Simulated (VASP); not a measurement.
Input of a VASP 6.6.1 run:

File INCAR:

```
SYSTEM = Al4NiPd3
PREC = Accurate
ENCUT = 520
EDIFF = 1E-7
ISMEAR = 0
SIGMA = 0.2
LREAL = .False.
LASPH = .True.
NELM = 60
ALGO = Fast
ISIF = 2
LWAVE = .False.
LCHARG = .True.
GGA = PE
LELF = .True.
LVHAR = .True.
NBANDS = 36
```

Contents of KPOINTS:

```
Automatic mesh
0
Gamma
  6 6 4
  0 0 0
```

POSCAR

```
Al4NiPd3
1.0
    4.2767390000      0.0000000000      0.0000000000
    0.0000000000      4.2767390000      0.0000000000
    0.0000000000      0.0000000000      6.1194130000
Al Ni Pd
4 1 3
Direct
    0.5000000000      0.0000000000      0.7590980000
    0.0000000000      0.5000000000      0.7590980000
    0.5000000000      0.0000000000      0.2409020000
    0.0000000000      0.5000000000      0.2409020000
    0.5000000000      0.5000000000      0.0000000000
    0.0000000000      0.0000000000      0.0000000000
    0.0000000000      0.0000000000      0.5000000000
    0.5000000000      0.5000000000      0.5000000000
```

Potentials or basis: VASP PAW PBE potentials, release 64 (Al, Ni, Pd).

Command:

```sh
$ cat potpaw_PBE.64/Al/POTCAR potpaw_PBE.64/Ni/POTCAR potpaw_PBE.64/Pd/POTCAR > POTCAR
$ mpirun -np 1 vasp_std > vasp.out
```

What does it give for the largest force?

0.003 eV/Å.

What does it give for the band gap on the k mesh?

Zero (bands 26 and 27 overlap by 3.13 eV).

Stress tensor (GPa, compression positive):
```
-0.32  0.00  0.00
 0.00 -0.32  0.00
 0.00  0.00  0.66
```

Spin polarisation is off, so any magnetic state and its effect on volume and gap are missing.
